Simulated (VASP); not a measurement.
# AlIn3Sb2N2 (P3m1) in VASP: notebook, part 2 of 2

VASP 6.6.1. The steps go on from the part before.

**3. Single point, PBE**

This run uses another cell than the first one, of 21.29 Å³/atom.

INCAR reads:

```
SYSTEM = AlIn3Sb2N2
PREC = Accurate ; ENCUT = 520
EDIFF = 1E-7 ; ISMEAR = 0
SIGMA = 0.1 ; LREAL = .FALSE.
LASPH = .TRUE. ; NELM = 60
ALGO = Normal ; ISIF = 2
LWAVE = .FALSE. ; LCHARG = .TRUE.
GGA = PE ; LELF = .TRUE.
LVHAR = .TRUE. ; NBANDS = 41
```

KPOINTS reads:

```
Automatic mesh
0
G
  12 12 2
  0 0 0
```

POSCAR reads:

```
AlIn3Sb2N2
1.0
    3.2985262502      0.0000000000      0.0000000000
   -1.6492631251      2.8566075277      0.0000000000
    0.0000000000      0.0000000000     18.0746685449
Al In Sb N
1 3 2 2
Direct
    0.3333333333      0.6666666667      0.0230012745
    0.6666666667      0.3333333333      0.8678106866
    0.3333333333      0.6666666667      0.5269468168
    0.6666666667      0.3333333333      0.1775177053
    0.3333333333      0.6666666667      0.6966534829
    0.6666666667      0.3333333333      0.3379429850
    0.6666666667      0.3333333333      0.9931477537
    0.3333333333      0.6666666667      0.1269792953
```

Potentials or basis: VASP PAW PBE potentials, release 64 (Al, In_d, Sb, N).

Command:

```
$ cat potpaw_PBE.64/Al/POTCAR potpaw_PBE.64/In_d/POTCAR potpaw_PBE.64/Sb/POTCAR potpaw_PBE.64/N/POTCAR > POTCAR
$ mpirun -np 1 vasp_std > vasp.out
```

OUTCAR:

```text
SYSTEM = AlIn3Sb2N2
   PREC = Accurate
   ENCUT = 520
   EDIFF = 1E-7
   ISMEAR = 0
   LREAL = .FALSE.
   LASPH = .TRUE.
   NELM = 60
   ISIF = 2
   GGA = PE

 ion  position               nearest neighbor table
   1  0.333  0.667  0.023-   8 1.88   7 1.98   7 1.98   7 1.98   4 3.38   4 3.38   4 3.38   2 3.39
                             2 3.39   2 3.39
   2  0.667  0.333  0.868-   7 2.27   1 3.39   1 3.39   1 3.39   5 3.63   5 3.63   5 3.63
   3  0.333  0.667  0.527-   5 3.07
   4  0.667  0.333  0.178-   8 2.11   8 2.11   8 2.11   6 2.90   1 3.38   1 3.38   1 3.38
   5  0.333  0.667  0.697-   3 3.07   2 3.63   2 3.63   2 3.63
   6  0.667  0.333  0.338-   4 2.90
   7  0.667  0.333  0.993-   1 1.98   1 1.98   1 1.98   2 2.27
   8  0.333  0.667  0.127-   1 1.88   4 2.11   4 2.11   4 2.11

  LATTYP: Found a hexagonal cell.
 ALAT       =     3.2985262502
 C/A-ratio  =     5.4796194342

  Lattice vectors:

 A1 = (   3.2985262502,   0.0000000000,   0.0000000000)
 A2 = (  -1.6492631251,   2.8566075277,   0.0000000000)
 A3 = (   0.0000000000,   0.0000000000,  18.0746685449)

Analysis of symmetry for initial positions (statically):
[... 197 lines left out ...]
      3      -7.8989      2.00000
      4      -7.7956      2.00000
      5      -7.7956      2.00000
      6      -7.7011      2.00000
[... 1045 lines left out ...]
     40      12.9643      0.00000
     41      13.3995      0.00000

 [... further k-points ...]

------------------------ aborting loop because EDIFF is reached ----------------------------------------

  FORCE on cell =-STRESS in cart. coord.  units (eV):
  Direction    XX          YY          ZZ          XY          YZ          ZX
  --------------------------------------------------------------------------------------
  -------------------------------------------------------------------------------------
  Total       -0.0381676     -0.0381676      0.0074298      0.0000000      0.0000000      0.0000000
  in kB       -0.3590577     -0.3590577      0.0698952      0.0000000      0.0000000      0.0000000
  external PRESSURE =      -0.2160734 kB  Pullay stress =       0.0000000 kB

 VOLUME and BASIS-vectors are now :
 -----------------------------------------------------------------------------
  energy-cutoff  :      520.00
  volume of cell :      170.31
      direct lattice vectors                 reciprocal lattice vectors
     3.298526250  0.000000000  0.000000000     0.303165694  0.175032795  0.000000000
    -1.649263125  2.856607528  0.000000000     0.000000000  0.350065590  0.000000000
     0.000000000  0.000000000 18.074668545     0.000000000  0.000000000  0.055326049

 POSITION                                       TOTAL-FORCE (eV/Angst)
 -----------------------------------------------------------------------------------
     -0.00000      1.90441      0.41574         0.000000     -0.000000      0.010333
      1.64926      0.95220     15.68539        -0.000000      0.000000     -0.013817
     -0.00000      1.90441      9.52439         0.000000     -0.000000     -0.001930
      1.64926      0.95220      3.20857        -0.000000      0.000000      0.005643
     -0.00000      1.90441     12.59178         0.000000     -0.000000      0.003233
      1.64926      0.95220      6.10821         0.000000     -0.000000      0.004223
      1.64926      0.95220     17.95082         0.000000     -0.000000      0.014964
     -0.00000      1.90441      2.29511         0.000000     -0.000000     -0.022649
 -----------------------------------------------------------------------------------
    total drift:                                0.000001     -0.000000     -0.000263

  FREE ENERGIE OF THE ION-ELECTRON SYSTEM (eV)
  ---------------------------------------------------
  free  energy   TOTEN  =       -37.5832466628 eV

  energy  without entropy=      -37.5632198168  energy(sigma->0) =      -37.57323324
```

stdout:

```text
POSCAR found type information on POSCAR AlInSbN
 POSCAR found :  4 types and       8 ions
 scaLAPACK will be used
 LDA part: xc-table for (Slater+PW92), standard interpolation
 POSCAR, INCAR and KPOINTS ok, starting setup
 FFT: planning ... GRIDC
 FFT: planning ... GRID_SOFT
 FFT: planning ... GRID
 WAVECAR not read
 entering main loop
```

Run time: 4.2 min. Hardware: 1 thread of Intel Xeon 6975P-C (Granite Rapids), shared host; peak memory 0.46 GiB.

Results:

```yaml
Free_energy: -37.5832 eV
Pressure: 0.0 GPa
Largest_force: 0.023 eV/Å
Band_gap_on_the_k_mesh: zero (bands 31 and 32 overlap by 3.74 eV)
```

Forces on the atoms (eV/Å):
```
Al   0.000  0.000  0.010
In   0.000  0.000 -0.014
In   0.000  0.000 -0.002
In   0.000  0.000  0.006
Sb   0.000  0.000  0.003
Sb   0.000  0.000  0.004
N    0.000  0.000  0.015
N    0.000  0.000 -0.023
```

Caveat: spin-orbit coupling is left out, which moves the levels of the heavy elements.
